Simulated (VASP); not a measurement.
Input of a VASP 6.6.1 run:

The input INCAR:

```
SYSTEM = In2TeH2
ALGO = Normal ; EDIFF = 1E-7
ENCUT = 520 ; GGA = PE
ISIF = 2 ; ISMEAR = 0
LASPH = .TRUE. ; LCHARG = .FALSE.
LREAL = .FALSE. ; LWAVE = .FALSE.
NBANDS = 25 ; NELM = 100
PREC = Accurate ; SIGMA = 0.1
```

Contents of KPOINTS:

```
k-points
0
G
  12 12 6
  0 0 0
```

The input POSCAR:

```
In2TeH2
1.0
    4.5345677786      0.0000000000      0.0000000000
   -2.2672838893      3.9270508914      0.0000000000
    0.0000000000      0.0000000000      6.0743913457
In Te H
2 1 2
Direct
    0.3333333333      0.6666666667      0.2734581500
    0.6666666667      0.3333333333      0.7265418500
    0.0000000000      0.0000000000      0.0000000000
    0.3333333333      0.6666666667      0.5862107098
    0.6666666667      0.3333333333      0.4137892902
```

Potentials or basis: VASP PAW PBE potentials, release 64 (In_d, Te, H).

The run is started by

```sh
$ cat potpaw_PBE.64/In_d/POTCAR potpaw_PBE.64/Te/POTCAR potpaw_PBE.64/H/POTCAR > POTCAR
$ mpirun -np 1 vasp_std > vasp.out
```

Task: Estimate the band gap on the k mesh.

Result: Zero (bands 17 and 18 overlap by 2.21 eV).

Task: What does it give for the pressure?

Result: -0.1 GPa.

Caveat: spin-orbit coupling is left out, which moves the levels of the heavy elements.
